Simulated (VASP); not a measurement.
A run of VASP 6.6.1 is set up as follows.

Contents of POSCAR:

```
KCl
1.0
    3.8391960000      0.0000000000      0.0000000000
    0.0000000000      3.8391960000      0.0000000000
    0.0000000000      0.0000000000      3.8391960000
K Cl
1 1
Direct
    0.0000000000      0.0000000000      0.0000000000
    0.5000000000      0.5000000000      0.5000000000
```

Contents of INCAR.step1:

```
SYSTEM = KCl
PREC = Accurate ; ENCUT = 520
ISMEAR = 0 ; SIGMA = 0.01
LREAL = .FALSE. ; LASPH = .TRUE.
NELM = 60 ; NBANDS = 15
GGA = PE ; ALGO = Normal
EDIFF = 1E-4 ; LWAVE = .TRUE.
LCHARG = .FALSE.
```

The input INCAR.step2:

```
SYSTEM = KCl
PREC = Accurate ; ENCUT = 520
EDIFF = 1E-6 ; ISMEAR = 0
SIGMA = 0.01 ; LREAL = .FALSE.
LASPH = .TRUE. ; NELM = 60
ALGO = Normal ; ISIF = 2
LWAVE = .FALSE. ; LCHARG = .FALSE.
METAGGA = R2SCAN ; LMIXTAU = .TRUE.
NBANDS = 15 ; ISTART = 1
```

File KPOINTS:

```
Automatic mesh
0
G
  5 5 5
  0 0 0
```

Potentials or basis: VASP PAW PBE potentials, release 64 (K_sv, Cl).

The run is started by

```bash
$ cat potpaw_PBE.64/K_sv/POTCAR potpaw_PBE.64/Cl/POTCAR > POTCAR
$ cp INCAR.step1 INCAR
$ mpirun -np 1 vasp_std > vasp.out
$ cp INCAR.step2 INCAR
$ mpirun -np 1 vasp_std > vasp.out
```

Q: Predict the pressure.

A: -1.1 GPa.

Q: What does it give for the band gap on the k mesh?

A: 5.60 eV, indirect (least direct gap 5.76 eV).

Caveat: the PAW data sets were made with another functional, which shifts forces and pressure a little. r2SCAN opens gaps a little over a GGA but as a rule still falls short of measured ones.
